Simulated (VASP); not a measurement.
A run of VASP 6.6.1:

File INCAR:

```
PREC = Accurate
ENCUT = 520
EDIFF = 1E-7
ISMEAR = 0
SIGMA = 0.15
LREAL = F
LASPH = T
NELM = 100
ALGO = Fast
ISIF = 2
LWAVE = F
LCHARG = F
GGA = PE
NBANDS = 12
```

The input KPOINTS:

```
Automatic mesh
0
Gamma
  26 26 26
```

POSCAR

```
Cr
1.0
   -1.3212015786      1.3212015786      1.7175620522
    1.3212015786     -1.3212015786      1.7175620522
    1.3212015786      1.3212015786     -1.7175620522
Cr
1
Direct
    0.0000000000      0.0000000000      0.0000000000
```

Potentials or basis: VASP PAW PBE potentials, release 64 (Cr_pv).

Command:

```bash
$ cat potpaw_PBE.64/Cr_pv/POTCAR > POTCAR
$ mpirun -np 1 vasp_std > vasp.out
```

Hardware: 1 thread of AMD EPYC 7R43 64-Core Processor (Zen 3), with other jobs on the host.

Question: How long does it take, and how much memory?

Answer: It took 3.1 min on 1 thread of AMD EPYC 7R43 64-Core Processor (Zen 3), with other jobs on the host, peak memory 0.25 GiB. Counts: scf iterations 13, k points 1330.
